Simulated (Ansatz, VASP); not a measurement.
# RuAu: VASP beside Ansatz

```
Ru Au
1.0
     3.16887    0.00000    0.00000
     0.00000    3.16887    0.00000
     0.00000    0.00000    3.16887
Ru Au
1 1
Direct
  0.00000 0.00000 0.00000
  0.50000 0.50000 0.50000
```

Alike in both runs: functional PBE; k mesh 6 × 6 × 6; occupations gaussian, width 0.1 eV; no spin polarisation.

Ansatz relaxed the structure, and its values are those at the end. VASP's run is a single point on that final structure, the one shown.

```csv
,VASP,Ansatz
version,VASP 6.6.1,Ansatz 0.2.0
potentials or method,"VASP PAW PBE potentials, release 64 (Ru_pv, Au), cutoff 520 eV","scalar-relativistic, plane waves, PAW"
valence electrons in the cell,25,35
```

Ansatz gave:

| Property | Result |
| --- | --- |
| gap on the k mesh at the Fermi level (eV) | none |
| pressure (GPa) | -0.2 |

**Question.** What did VASP give for the same quantities?

**Answer.** gap on the k mesh at the Fermi level (eV): none; pressure (GPa): -0.5.

A gap of «none» marks a metal or a gap that the smearing closes. VASP's potentials hold 25 valence electrons a cell and Ansatz's 35, so a difference there can come from the potentials and not from the codes.

Spin-orbit coupling is off throughout.
